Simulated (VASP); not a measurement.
NbTe: single point with PBE

NbTe:

```xyz
4
Lattice="0.0000 3.1847 3.1847 6.3693 3.1847 3.1847 6.3693 6.3693 0.0000" Properties=species:S:1:pos:R:3 pbc="T T T"
Nb    0.0000    0.0000    0.0000
Nb    3.1847    3.1847    0.0000
Te    1.5923    1.5923    1.5923
Te    4.7770    4.7770    1.5923
```

```yaml
Program: VASP 6.6.1
Task: single point
Functional: PBE
Potentials_or_basis: VASP PAW PBE potentials, release 64 (Nb_sv, Te)
Cutoff: 520 eV
k_mesh: 10 × 10 × 5
Occupations: gaussian, width 0.05 eV
Spin: collinear spin
Starting_moments: "[2.0, -2.0, 0.0, 0.0] μB"
```

```yaml
Pressure: -0.4 GPa
Band_gap_on_the_k_mesh: zero (filled and empty bands overlap)
Net_moment: 0.00 μB per cell
Site_moments: Nb +1.30, -1.30; Te +0.00 μB
Valence_electrons_inside_the_program's_atomic_spheres: Nb 10.66; Te 3.50
```

Stress tensor (GPa, compression positive):
```
-0.66  0.00  0.00
 0.00 -0.34  0.00
 0.00  0.00 -0.34
```

Levels at points of the mesh, in eV from the Fermi level:
Spin up:
```tsv
k point	band 16	band 17	band 18	band 19	band 20	band 21	band 22	band 23
(0.00, 0.00, 0.00)	-2.99	-0.82	-0.53	-0.51	0.75	0.87	0.87	1.18
(0.50, 0.00, 0.00)	-3.28	-0.42	-0.32	0.13	0.31	0.81	0.93	1.93
(0.50, 0.50, 0.00)	-2.91	-0.88	-0.88	-0.31	-0.21	0.55	0.86	0.94
```
Spin down:
| k point | band 17 | band 18 | band 19 | band 20 | band 21 | band 22 |
| --- | --- | --- | --- | --- | --- | --- |
| (0.00, 0.00, 0.00) | -0.82 | -0.53 | -0.51 | 0.75 | 0.87 | 0.87 |
| (0.50, 0.00, 0.00) | -0.42 | -0.32 | 0.13 | 0.31 | 0.81 | 0.93 |
| (0.50, 0.50, 0.00) | -0.88 | -0.88 | -0.31 | -0.21 | 0.55 | 0.86 |

Wall time 9.3 min on 1 thread of Intel(R) Xeon(R) 6975P-C (Granite Rapids) (shared host), peak memory 0.7 GiB.

Caveat: spin-orbit coupling is left out, which moves the levels of the heavy elements.
